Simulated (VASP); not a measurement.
# RbBr (Fm-3m) in VASP: further runs, part 2 of 2

VASP 6.6.1. Earlier steps stand in the parts before.

## (4) Dielectric tensor, PBE

File INCAR:

```
SYSTEM = RbBr
  PREC = Accurate
  ENCUT = 520
  EDIFF = 1E-8
  ISMEAR = 0
  SIGMA = 0.01
  LREAL = .FALSE.
  LASPH = .TRUE.
  NELM = 60
  ALGO = Normal
  ISIF = 2
  LWAVE = .FALSE.
  LCHARG = .FALSE.
  GGA = PE
  LEPSILON = .TRUE.
```

File KPOINTS:

```
regular mesh
0
G
  6 6 6
  0 0 0
```

File POSCAR:

```
RbBr
1.0
    0.0000000000      3.4608318259      3.4608318259
    3.4608318259      0.0000000000      3.4608318259
    3.4608318259      3.4608318259      0.0000000000
Rb Br
1 1
Direct
    0.0000000000      0.0000000000      0.0000000000
    0.5000000000      0.5000000000      0.5000000000
```

Potentials or basis: VASP PAW PBE potentials, release 64 (Rb_sv, Br).

On the command line:

```console
$ cat potpaw_PBE.64/Rb_sv/POTCAR potpaw_PBE.64/Br/POTCAR > POTCAR
$ mpirun -np 1 vasp_std > vasp.out
```

OUTCAR:

```text
SYSTEM = RbBr
   PREC = Accurate
   ENCUT = 520
   EDIFF = 1E-8
   ISMEAR = 0
   LREAL = .FALSE.
   LASPH = .TRUE.
   NELM = 60
   ISIF = 2
   GGA = PE
   LEPSILON = .TRUE.

 ion  position               nearest neighbor table
   1  0.000  0.000  0.000-   2 3.46   2 3.46   2 3.46   2 3.46   2 3.46   2 3.46
   2  0.500  0.500  0.500-   1 3.46   1 3.46   1 3.46   1 3.46   1 3.46   1 3.46

  LATTYP: Found a face centered cubic cell.
 ALAT       =     6.9216636518

  Lattice vectors:

 A1 = (   0.0000000000,   3.4608318259,   3.4608318259)
 A2 = (   3.4608318259,   0.0000000000,   3.4608318259)
 A3 = (   3.4608318259,   3.4608318259,   0.0000000000)

Analysis of symmetry for initial positions (statically):
=====================================================================
 Subroutine PRICEL returns:
 Original cell was already a primitive cell.

 Routine SETGRP: Setting up the symmetry group for a
 face centered cubic supercell.

 Subroutine GETGRP returns: Found 48 space group operations
 (whereof 48 operations were pure point group operations)
 out of a pool of 48 trial point group operations.

The static configuration has the point symmetry O_h .

Analysis of symmetry for dynamics (positions and initial velocities):
=====================================================================
 Subroutine PRICEL returns:
 Original cell was already a primitive cell.

 Routine SETGRP: Setting up the symmetry group for a
 face centered cubic supercell.

 Subroutine GETGRP returns: Found 48 space group operations
 (whereof 48 operations were pure point group operations)
[... 408 lines left out ...]
  free  energy   TOTEN  =        -6.1092904592 eV

  energy  without entropy=       -6.1092904592  energy(sigma->0) =       -6.10929046

 HEAD OF MICROSCOPIC STATIC DIELECTRIC TENSOR (INDEPENDENT PARTICLE, excluding Hartree and local field effects)
 ------------------------------------------------------
           2.777192     0.000000     0.000000
           0.000000     2.777192     0.000000
           0.000000     0.000000     2.777192
 ------------------------------------------------------

 Free energy of the ion-electron system (eV)
  ---------------------------------------------------
  ---------------------------------------------------
  free energy    TOTEN  =        -0.40061881 eV

  energy without entropy =       -0.40061881

------------------------ aborting loop because EDIFF is reached ----------------------------------------

--------------------------------------- Ionic step        2  -------------------------------------------

------------------------ aborting loop because EDIFF is reached ----------------------------------------

--------------------------------------- Ionic step        3  -------------------------------------------

 Free energy of the ion-electron system (eV)
  ---------------------------------------------------
  ---------------------------------------------------
  free energy    TOTEN  =        -0.40061906 eV

  energy without entropy =       -0.40061906

------------------------ aborting loop because EDIFF is reached ----------------------------------------

 PIEZOELECTRIC TENSOR FIELD DIRECTION 3  (e Angst)
 -----------------------------------------------------------------------------
    -0.00010  0.00000 -0.00000           (  0.00000  0.00000  0.00000)
     0.00000 -0.00010  0.00000           (  0.00000  0.00000  0.00000)
     0.00000  0.00000 -0.00088           (  0.00000  0.00000  0.00000)

 PIEZOELECTRIC TENSOR FIELD DIRECTION 3  (C/m^2)
 -----------------------------------------------------------------------------
    -0.00002  0.00000 -0.00000
     0.00000 -0.00002  0.00000
     0.00000  0.00000 -0.00017

 MACROSCOPIC STATIC DIELECTRIC TENSOR (including local field effects in DFT)
 ------------------------------------------------------
           2.509979    -0.000000     0.000000
          -0.000000     2.509979     0.000000
           0.000000     0.000000     2.509979
 ------------------------------------------------------

 PIEZOELECTRIC TENSOR (including local field effects)  for field in x, y, z        (e  Angst)
          XX          YY          ZZ          XY          YZ          ZX
  --------------------------------------------------------------------------------
  x     0.00000     0.00000     0.00000     0.00000     0.00000     0.00000
  y     0.00000     0.00000     0.00000     0.00000     0.00000     0.00000
  z     0.00000     0.00000     0.00000     0.00000     0.00000     0.00000

 PIEZOELECTRIC TENSOR (including local field effects)  for field in x, y, z        (C/m^2)
          XX          YY          ZZ          XY          YZ          ZX
  --------------------------------------------------------------------------------
  x     0.00000     0.00000     0.00000     0.00000     0.00000     0.00000
  y     0.00000     0.00000     0.00000     0.00000     0.00000     0.00000
  z     0.00000     0.00000     0.00000     0.00000     0.00000     0.00000

 BORN EFFECTIVE CHARGES (including local field effects) (in |e|, cummulative output)
 ---------------------------------------------------------------------------------
 ion    1
    1     1.15911     0.00000     0.00000
    2     0.00000     1.15911     0.00000
    3     0.00000     0.00000     1.15911
 ion    2
    1    -1.15911     0.00000     0.00000
    2     0.00000    -1.15911     0.00000
    3     0.00000     0.00000    -1.15911
```

It took 7.5 min on 1 thread of AMD EPYC 7R13, shared host; peak memory 0.25 GiB.

Results:

| Item | Value |
| --- | --- |
| Band gap on the k mesh | 4.29 eV |
| Electronic dielectric tensor (diagonal) | 2.51 |
| Born charges (mean of the diagonal) | Rb +1.16; Br -1.16 e |

Electronic dielectric tensor:
```
2.51 0.00 0.00
0.00 2.51 0.00
0.00 0.00 2.51
```

Born effective charge tensors (e):
atom 1, Rb
```
1.16 0.00 0.00
0.00 1.16 0.00
0.00 0.00 1.16
```
atom 2, Br
```
-1.16  0.00  0.00
 0.00 -1.16  0.00
 0.00  0.00 -1.16
```
